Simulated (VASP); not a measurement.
Runs of VASP 6.6.1 on In. The cell holds a slab with vacuum, 4 atoms: a = 3.335 Å, b = 3.335 Å, c = 23.264 Å, α = 90.00°, β = 90.00°, γ = 120.00°. 

```csv
task,level,potentials or basis,dipole correction,k mesh for the DOS,occupations for the DOS,gap on the mesh (eV),largest force (eV/Å)
single point,PBE,"VASP PAW PBE potentials, release 64 (In_d)",yes,-,-,none,0.11
single point,PBE,"VASP PAW PBE potentials, release 64 (In_d)",no,-,-,none,0.11
single point,PBEsol,"VASP PAW PBE potentials, release 64 (In_d)",yes,-,-,none,(a)
single point,LDA,"VASP PAW LDA potentials, release 64 (In_d)",yes,-,-,none,0.15
```

Alike in all rows: no spin polarisation; cell as given; k mesh 9 × 9 × 1; cutoff (eV) 520; smearing fermi-dirac 0.05 eV.

**Question.** Estimate the missing entries.

**Answer.** (a) 0.10.

Caveats: spin-orbit coupling is left out, which moves the levels of the heavy elements; the PAW data sets were made with another functional, which shifts forces and pressure a little (some runs).

A k mesh can miss the band edges, and the runs leave out spin-orbit coupling on In.

A gap of «none» marks levels without a gap at the run's occupations.
